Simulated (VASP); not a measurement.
# KSi2 (R3m) in VASP: a series of runs

Runs on KSi2. Level: PBE. Tasks: single point.

Program: VASP 6.6.1. These are calculated values, not measurements. Logs are shortened: lines on timing, memory, paths and dates and some standing lists are left out, and cuts for length are marked.

**1. The cell of the first run**

Symmetry: R3m, No. 160, trigonal system. Conventional cell: a = 3.332 Å, b = 3.332 Å, c = 19.352 Å, α = 90.00°, β = 90.00°, γ = 120.00°. K (site symmetry 3m) has 6 Si at 2.49 Å and 6 K at 3.33 Å within 3.4 Å. Si (site symmetry 3m) has 3 K at 2.49 Å and 7 Si at 3.16 to 3.33 Å within 3.4 Å. Within 3.4 Å of Si (site symmetry 3m) lie 3 K at 2.49 Å and 7 Si at 3.16 to 3.33 Å.

**2. Single point, PBE**

File INCAR:

```
SYSTEM = KSi2
  PREC = Accurate
  ENCUT = 520
  EDIFF = 1E-6
  ISMEAR = 0
  SIGMA = 0.1
  LREAL = .False.
  LASPH = .True.
  NELM = 100
  ALGO = Normal
  ISIF = 2
  LWAVE = .False.
  LCHARG = .False.
  GGA = PE
  NBANDS = 16
```

File KPOINTS:

```
Automatic mesh
0
Gamma
  6 6 6
  0 0 0
```

File POSCAR:

```
KSi2
1.0
    1.6660611612      0.9619008599      6.4507366353
   -1.6660611612      0.9619008599      6.4507366353
    0.0000000000     -1.9238017198      6.4507366353
K Si
1 2
Direct
    0.0000000000      0.0000000000      0.0000000000
    0.7484000000      0.7484000000      0.7484000000
    0.5849000000      0.5849000000      0.5849000000
```

Potentials or basis: VASP PAW PBE potentials, release 64 (K_sv, Si).

Command:

```
cat potpaw_PBE.64/K_sv/POTCAR potpaw_PBE.64/Si/POTCAR > POTCAR
mpirun -np 1 vasp_std > vasp.out
```

OUTCAR:

```text
SYSTEM = KSi2
   PREC = Accurate
   ENCUT = 520
   EDIFF = 1E-6
   ISMEAR = 0
   LREAL = .False.
   LASPH = .True.
   NELM = 100
   ISIF = 2
   GGA = PE

 ion  position               nearest neighbor table
   1  0.000  0.000  0.000-   2 2.49   2 2.49   2 2.49   3 2.49   3 2.49   3 2.49
   2  0.748  0.748  0.748-   1 2.49   1 2.49   1 2.49
   3  0.585  0.585  0.585-   1 2.49   1 2.49   1 2.49

  LATTYP: Found a trigonal (rhomboedric) cell.
 ALAT       =     6.7314943508
 COS(alpha) =     0.8774851014

  Lattice vectors:

 A1 = (   1.6660611612,   0.9619008599,   6.4507366353)
 A2 = (  -1.6660611612,   0.9619008599,   6.4507366353)
 A3 = (   0.0000000000,  -1.9238017198,   6.4507366353)

Analysis of symmetry for initial positions (statically):
=====================================================================
 Subroutine PRICEL returns:
 Original cell was already a primitive cell.

 Routine SETGRP: Setting up the symmetry group for a
 trigonal (rhombohedral) supercell.

 Subroutine GETGRP returns: Found  6 space group operations
 (whereof  6 operations were pure point group operations)
 out of a pool of 12 trial point group operations.

The static configuration has the point symmetry C_3v.

Analysis of symmetry for dynamics (positions and initial velocities):
=====================================================================
 Subroutine PRICEL returns:
 Original cell was already a primitive cell.

 Routine SETGRP: Setting up the symmetry group for a
 trigonal (rhombohedral) supercell.

 Subroutine GETGRP returns: Found  6 space group operations
 (whereof  6 operations were pure point group operations)
 out of a pool of 12 trial point group operations.

The dynamic configuration has the point symmetry C_3v.

 Subroutine INISYM returns: Found  6 space group operations
 (whereof  6 operations are pure point group operations),
 and found     1 'primitive' translations

----------------------------------------------------------------------------------------

                                     Primitive cell

  volume of cell :      62.0271

  direct lattice vectors                    reciprocal lattice vectors
     1.666061161  0.961900860  6.450736635     0.300109031  0.173268030  0.051673685
    -1.666061161  0.961900860  6.450736635    -0.300109031  0.173268030  0.051673685
     0.000000000 -1.923801720  6.450736635     0.000000000 -0.346536059  0.051673685

  length of vectors
     6.731494351  6.731494351  6.731494351     0.350367536  0.350367536  0.350367536

  position of ions in fractional coordinates (direct lattice)
     0.000000000  0.000000000  0.000000000
     0.748400000  0.748400000  0.748400000
     0.584900000  0.584900000  0.584900000

  ion indices of the primitive-cell ions
   primitive index   ion index
                 1           1
                 2           2
                 3           3

----------------------------------------------------------------------------------------

 KPOINTS: Automatic mesh

Automatic generation of k-mesh.
 Grid dimensions read from file:
 generate k-points for:    6    6    6

 Generating k-lattice:

  Cartesian coordinates                     Fractional coordinates (reciprocal lattice)
     0.050018172  0.028878005  0.008612281     0.166666667  0.000000000  0.000000000
    -0.050018172  0.028878005  0.008612281     0.000000000  0.166666667  0.000000000
     0.000000000 -0.057756010  0.008612281     0.000000000  0.000000000  0.166666667

  Length of vectors
     0.058394589  0.058394589  0.058394589

  Shift w.r.t. Gamma in fractional coordinates (k-lattice)
     0.000000000  0.000000000  0.000000000

 Subroutine IBZKPT returns following result:
 ===========================================

 Found     32 irreducible k-points:

 Following reciprocal coordinates:
            Coordinates               Weight
  0.000000  0.000000  0.000000      1.000000
  0.166667 -0.000000  0.000000      6.000000
  0.333333 -0.000000  0.000000      6.000000
  0.500000  0.000000  0.000000      3.000000
  0.166667  0.166667  0.000000      6.000000
  0.333333  0.166667 -0.000000     12.000000
[... 16 lines left out ...]
  0.500000  0.500000  0.166667      6.000000
 -0.333333  0.500000  0.166667     12.000000
 [... further k-points ...]
   k-points           NKPTS =     32   k-points in BZ     NKDIM =     32   number of bands    NBANDS=     16
   number of dos      NEDOS =    301   number of ions     NIONS =      3
   total plane-waves  NPLWV = 125000
   dimension x,y,z NGX =    50 NGY =   50 NGZ =   50
   dimension x,y,z NGXF=   100 NGYF=  100 NGZF=  100
   ions per type =               1   2
   NGX,Y,Z   is equivalent  to a cutoff of  12.35, 12.35, 12.35 a.u.
   NGXF,Y,Z  is equivalent  to a cutoff of  24.70, 24.70, 24.70 a.u.
 SYSTEM =  KSi2
   PREC   = accura    normal or accurate (medium, high low for compatibility)
   ISTART =      0    job   : 0-new  1-cont  2-samecut
   ICHARG =      2    charge: 1-file 2-atom 10-const
   ISPIN  =      1    spin polarized calculation?
   LNONCOLLINEAR =      F non collinear calculations
   LSORBIT =      F    spin-orbit coupling
   LASPH  =      T    aspherical Exc in radial PAW
   ENCUT  =  520.0 eV  38.22 Ry    6.18 a.u.  12.52 12.52 12.52*2*pi/ulx,y,z
   NELM   =    100;   NELMIN=  2; NELMDL= -5     # of ELM steps
   EDIFF  = 0.1E-05   stopping-criterion for ELM
   LREAL  =      F    real-space projection
   EDIFFG = 0.1E-04   stopping-criterion for IOM
   NSW    =      0    number of steps for IOM
   IBRION =     -1    ionic relax: 0-MD 1-quasi-New 2-CG
   NFREE  =      0    steps in history (QN), initial steepest desc. (CG)
   ISIF   =      2    stress and relaxation
   ISYM   =      2    0-nonsym 1-usesym 2-fastsym
   POTIM  = 0.5000    time-step for ionic-motion
   TEBEG  =    0.0;   TEEND  =   0.0 temperature during run
   PSTRESS=    0.0 pullay stress
   NELECT =      17.0000    total number of electrons
   NUPDOWN=      -1.0000    fix difference up-down
   EMIN   =  10.00;   EMAX   =-10.00  energy-range for DOS
   EFERMI =   0.00;   METHOD = LEGACY
   ISMEAR =     0;   SIGMA  =   0.10  broadening in eV -4-tet -1-fermi 0-gaus
   EFERMI_NEDOS =   21; number of points for ismear=-14 and -15
   IALGO  =     38    algorithm
   IMIX   =      4    mixing-type and parameters
     AMIX     =   0.40;   BMIX     =  1.00
     AMIX_MAG =   1.60;   BMIX_MAG =  1.00
  volume/ion in A,a.u.               =      20.68       139.53
  Fermi-wavevector in a.u.,A,eV,Ry     =   1.063401  2.009537 15.385773  1.130822
  Thomas-Fermi vector in A             =   2.198885
   LORBIT       =      0    0 simple, 1 ext, 2 COOP (PROOUT), +10 PAW based schemes
   GGA     = PE    functional components
   LHFCALC =     F    Hartree Fock is set to
   AEXX    =    0.0000 exact exchange contribution
   IVDW    =     0    specifies the selected vdW correction
   LEPSILON=     F    determine dielectric tensor
   LRPA    =     F    only Hartree local field effects (RPA)
 non-spin polarized calculation
 Gauss-broadening in eV      SIGMA  =   0.10
  energy-cutoff  :      520.00
  volume of cell :       62.03
 maximum number of plane-waves:      1685
   NGX = 25   NGY = 25   NGZ = 25

 number of electron      17.0000001 magnetization

 Free energy of the ion-electron system (eV)
  ---------------------------------------------------
  ext. energy  EPLUGINS =         0.00000000
  ---------------------------------------------------
  free energy    TOTEN  =        -3.47534105 eV

  energy without entropy =       -3.46228828  energy(sigma->0) =       -3.46881466

 E-fermi :   4.7387     XC(G=0):  -9.6409

 val. band max:        4.7081538247   @ k =  -0.3333   0.5000   0.1667
 cond. band min:       4.7945589759   @ k =  -0.3333   0.5000   0.1667
 fundamental gap:      0.0864051512
 Fermi energy:         4.7387384167

 k-point     1 :       0.0000    0.0000    0.0000
  band No.  band energies     occupation
      1     -25.9675      2.00000
      2     -10.6033      2.00000
      3      -9.0497      2.00000
      4      -9.0497      2.00000
      5      -4.4230      2.00000
      6      -1.4840      2.00000
[... 8 lines left out ...]
     15      11.6591      0.00000
     16      12.8298      0.00000

 k-point     2 :       0.1667   -0.0000    0.0000
  band No.  band energies     occupation
      1     -25.9064      2.00000
      2     -10.4502      2.00000
      3      -9.5982      2.00000
      4      -9.1411      2.00000
      5      -3.7700      2.00000
      6      -1.4276      2.00000
[... 8 lines left out ...]
     15      11.9185      0.00000
     16      12.4254      0.00000

 k-point     3 :       0.3333   -0.0000    0.0000
  band No.  band energies     occupation
      1     -25.7807      2.00000
      2     -10.4840      2.00000
      3     -10.1196      2.00000
      4      -9.3166      2.00000
      5      -2.3049      2.00000
      6      -1.2664      2.00000
[... 8 lines left out ...]
     15      11.4224      0.00000
     16      13.1018      0.00000

 k-point     4 :       0.5000    0.0000    0.0000
  band No.  band energies     occupation
      1     -25.7160      2.00000
      2     -10.8656      2.00000
      3      -9.9400      2.00000
      4      -9.4010      2.00000
      5      -1.2563      2.00000
      6      -1.0181      2.00000
[... 8 lines left out ...]
     15      11.3492      0.00000
     16      13.1558      0.00000

 k-point     5 :       0.1667    0.1667    0.0000
  band No.  band energies     occupation
      1     -25.9064      2.00000
      2     -10.4517      2.00000
      3      -9.5979      2.00000
      4      -9.1411      2.00000
      5      -3.7335      2.00000
      6      -1.5113      2.00000
[... 8 lines left out ...]
     15      12.0988      0.00000
     16      12.1086      0.00000

 k-point     6 :       0.3333    0.1667   -0.0000
  band No.  band energies     occupation
      1     -25.8127      2.00000
      2     -10.2090      2.00000
      3     -10.1996      2.00000
      4      -9.3750      2.00000
      5      -2.6628      2.00000
      6      -1.3819      2.00000
[... 8 lines left out ...]
     15      11.9348      0.00000
     16      12.6259      0.00000

 k-point     7 :       0.5000    0.1667    0.0000
  band No.  band energies     occupation
      1     -25.7163      2.00000
      2     -10.6739      2.00000
      3      -9.9449      2.00000
      4      -9.6606      2.00000
      5      -1.3532      2.00000
      6      -0.8795      2.00000
[... 8 lines left out ...]
     15      12.1357      0.00000
     16      12.7394      0.00000

 k-point     8 :      -0.3333    0.1667    0.0000
  band No.  band energies     occupation
      1     -25.7163      2.00000
      2     -10.6743      2.00000
      3      -9.9438      2.00000
      4      -9.6606      2.00000
      5      -1.2106      2.00000
      6      -1.0655      2.00000
[... 8 lines left out ...]
     15      11.6689      0.00000
     16      12.6593      0.00000

 k-point     9 :      -0.1667    0.1667    0.0000
  band No.  band energies     occupation
      1     -25.8127      2.00000
      2     -10.2056      2.00000
      3     -10.2010      2.00000
      4      -9.3750      2.00000
      5      -2.7461      2.00000
      6      -1.2550      2.00000
[... 8 lines left out ...]
     15      12.0162      0.00000
     16      12.4809      0.00000
[... 172 lines left out ...]
 k-point    19 :       0.3333    0.3333    0.1667
  band No.  band energies     occupation
      1     -25.9064      2.00000
      2     -10.4599      2.00000
      3      -9.5966      2.00000
      4      -9.1411      2.00000
      5      -3.4922      2.00000
      6      -1.9667      2.00000
[... 8 lines left out ...]
     15      11.9075      0.00000
     16      12.2585      0.00000

 k-point    20 :       0.5000    0.3333    0.1667
  band No.  band energies     occupation
      1     -25.8127      2.00000
      2     -10.2142      2.00000
      3     -10.1985      2.00000
      4      -9.3751      2.00000
      5      -2.4279      2.00000
      6      -1.6976      2.00000
[... 8 lines left out ...]
     15      11.9916      0.00000
     16      12.9668      0.00000

 k-point    21 :      -0.3333    0.3333    0.1667
  band No.  band energies     occupation
      1     -25.7163      2.00000
      2     -10.6732      2.00000
      3      -9.9467      2.00000
      4      -9.6607      2.00000
      5      -1.4582      2.00000
      6      -0.7356      2.00000
[... 8 lines left out ...]
     15      12.3754      0.00000
     16      12.9077      0.00000

 k-point    22 :      -0.1667    0.3333    0.1667
  band No.  band energies     occupation
      1     -25.7163      2.00000
      2     -10.6739      2.00000
      3      -9.9443      2.00000
      4      -9.6607      2.00000
      5      -1.3084      2.00000
      6      -0.9716      2.00000
[... 8 lines left out ...]
     15      11.7112      0.00000
     16      12.8697      0.00000

 k-point    23 :       0.5000    0.5000    0.1667
  band No.  band energies     occupation
      1     -25.7807      2.00000
      2     -10.4820      2.00000
      3     -10.1263      2.00000
      4      -9.3167      2.00000
      5      -2.0400      2.00000
      6      -1.5897      2.00000
[... 8 lines left out ...]
     15      12.1094      0.00000
     16      12.6154      0.00000

 k-point    24 :      -0.3333    0.5000    0.1667
  band No.  band energies     occupation
      1     -25.7163      2.00000
      2     -10.6728      2.00000
      3      -9.9472      2.00000
      4      -9.6608      2.00000
      5      -1.4929      2.00000
      6      -0.7029      2.00000
[... 8 lines left out ...]
     15      12.3554      0.00000
     16      12.9541      0.00000

 [... further k-points ...]
[... 5 lines left out ...]
  --------------------------------------------------------------------------------------
  -------------------------------------------------------------------------------------
  Total        9.1568548      9.1568548     11.9576221      0.0000000     -0.0000000      0.0000000
  in kB      236.5239337    236.5239337    308.8684796      0.0000000     -0.0000000      0.0000000
  external PRESSURE =     260.6387823 kB  Pullay stress =       0.0000000 kB

 VOLUME and BASIS-vectors are now :
 -----------------------------------------------------------------------------
  energy-cutoff  :      520.00
  volume of cell :       62.03
      direct lattice vectors                 reciprocal lattice vectors
     1.666061161  0.961900860  6.450736635     0.300109031  0.173268030  0.051673685
    -1.666061161  0.961900860  6.450736635    -0.300109031  0.173268030  0.051673685
     0.000000000 -1.923801720  6.450736635     0.000000000 -0.346536059  0.051673685

 POSITION                                       TOTAL-FORCE (eV/Angst)
 -----------------------------------------------------------------------------------
      0.00000      0.00000      0.00000         0.000000     -0.000000     -0.206298
      0.00000      0.00000     14.48319         0.000000      0.000000      4.988907
      0.00000      0.00000     11.31911         0.000000      0.000000     -4.782608
 -----------------------------------------------------------------------------------
    total drift:                                0.000000      0.000000      0.000002

  FREE ENERGIE OF THE ION-ELECTRON SYSTEM (eV)
  ---------------------------------------------------
  free  energy   TOTEN  =        -3.4753410460 eV

  energy  without entropy=       -3.4622882810  energy(sigma->0) =       -3.46881466
```

Wall time 3.6 min (1 thread of Intel Xeon 8259CL, shared host); peak memory 0.35 GiB.

What came out:

```
Free energy            : -3.4753 eV
Pressure               : 26.1 GPa
Largest force          : 4.989 eV/Å
Band gap on the k mesh : zero (an odd number of electrons rules out a gap without spin polarisation)
```

Forces on the atoms (eV/Å):
```
K    0.000  0.000 -0.206
Si   0.000  0.000  4.989
Si   0.000  0.000 -4.783
```

Levels at points of the mesh, in eV from the Fermi level:
| k point | band 6 | band 7 | band 8 | band 9 | band 10 | band 11 | band 12 | band 13 |
| --- | --- | --- | --- | --- | --- | --- | --- | --- |
| (0.00, 0.00, 0.00) | -6.22 | -3.31 | 2.32 | 2.32 | 3.33 | 3.39 | 3.48 | 3.48 |
| (0.50, 0.00, 0.00) | -5.76 | -3.12 | -1.68 | -0.69 | 1.11 | 2.17 | 3.15 | 3.18 |
| (0.50, 0.50, 0.00) | -5.48 | -2.83 | -2.06 | -0.20 | 1.21 | 1.35 | 2.67 | 3.32 |
| (0.50, 0.50, 0.50) | -7.47 | -1.60 | 0.20 | 2.27 | 2.27 | 3.59 | 3.59 | 6.04 |

Caveat: the k points lie up to 0.37 Å⁻¹ apart, too coarse for converged energies and pressures of a metal; an odd number of electrons without spin polarisation forces a metal; a magnetic or distorted state may lie lower.

(Continued in part 2 of 2.)

The gap in the log of VASP goes by the Fermi energy; the results here count the filled bands.